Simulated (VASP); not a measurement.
Input of a VASP 6.6.1 run:

The input INCAR:

```
SYSTEM = Hg
PREC     = Accurate       ! precision mode
ENCUT    = 520            ! plane-wave cutoff, eV
EDIFF    = 1E-6           ! SCF threshold, eV
ISMEAR   = -1             ! smearing method
SIGMA    = 0.1            ! smearing width, eV
LREAL    = .False.        ! projectors in reciprocal space
LASPH    = .True.         ! aspherical terms in the spheres
NELM     = 60             ! most SCF steps
ALGO     = Normal         ! electronic algorithm
ISIF     = 2              ! what is computed and relaxed
LWAVE    = .False.        ! write WAVECAR
LCHARG   = .False.        ! write CHGCAR
NBANDS   = 12             ! bands
```

Contents of KPOINTS:

```
Automatic mesh
0
Gamma
  11 11 11
  0 0 0
```

The input POSCAR:

```
Hg
1.0
    2.8943239521      0.0000000000      0.0000000000
    0.0000000000      2.8943239521      0.0000000000
    0.0000000000      0.0000000000      2.8943239521
Hg
1
Direct
    0.0000000000      0.0000000000      0.0000000000
```

Potentials or basis: VASP PAW LDA potentials, release 64 (Hg).

Command:

```console
$ cat potpaw_LDA.64/Hg/POTCAR > POTCAR
$ mpirun -np 1 vasp_std > vasp.out
```

(1) Estimate the band gap on the k mesh.

(2) Estimate the pressure.

Results:

(1) zero (bands 6 and 7 overlap by 4.65 eV).

(2) 0.8 GPa.

Caveat: spin-orbit coupling is left out, which moves the levels of the heavy elements.
